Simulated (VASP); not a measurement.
Input of a VASP 6.6.1 run:

File INCAR:

```
SYSTEM = Mg8HO8
PREC = Accurate
ENCUT = 520
EDIFF = 1E-6
ISMEAR = 0
SIGMA = 0.05
LREAL = .FALSE.
LASPH = .TRUE.
NELM = 120
ALGO = Normal
ISIF = 2
LWAVE = .FALSE.
LCHARG = .FALSE.
GGA = PE
NELECT = 64.0
NBANDS = 46
GGA_COMPAT = .FALSE.
```

The input KPOINTS:

```
regular mesh
0
G
  1 1 1
  0 0 0
```

Contents of POSCAR:

```
Mg8HO8
1.0
    0.0000000000      4.2110000000      4.2110000000
    4.2110000000      0.0000000000      4.2110000000
    4.2110000000      4.2110000000      0.0000000000
Mg O H
8 8 1
Direct
    0.0046595820      0.0006636191      0.0037666825
    0.0289754215      0.0052922109      0.4900457136
    0.0089244835      0.4993141772      0.0093061031
    0.0094147471      0.4986747803      0.4964230587
    0.4863343624      0.0055948706      0.0351367846
    0.4895156732      0.0051627879      0.4899243648
    0.4963330563      0.4992316552      0.0093893374
    0.5073921871      0.4932499406      0.5059445500
    0.2507413916      0.2581068630      0.2543267632
    0.2634108288      0.2385725481      0.7551068630
    0.2539311327      0.7480626929      0.2610995013
    0.2574069105      0.7448956305      0.7536762052
    0.7586585134      0.2563528853      0.2403920684
    0.7569291142      0.2393952743      0.7549417003
    0.7508925433      0.7483188079      0.2604840893
    0.7458630967      0.7776835668      0.7436448587
    0.6737736880     -0.0253267632      0.6909584422
```

Potentials or basis: VASP PAW PBE potentials, release 64 (Mg, O, H).

Launch:

```console
$ cat potpaw_PBE.64/Mg/POTCAR potpaw_PBE.64/O/POTCAR potpaw_PBE.64/H/POTCAR > POTCAR
$ mpirun -np 1 vasp_gam > vasp.out
```

(1) Predict the largest force.

Results:

(1) 0.163 eV/Å.

Caveat: the k points lie up to 1.29 Å⁻¹ apart; the cell carries a net charge on a neutralising background, which shifts energy and pressure.
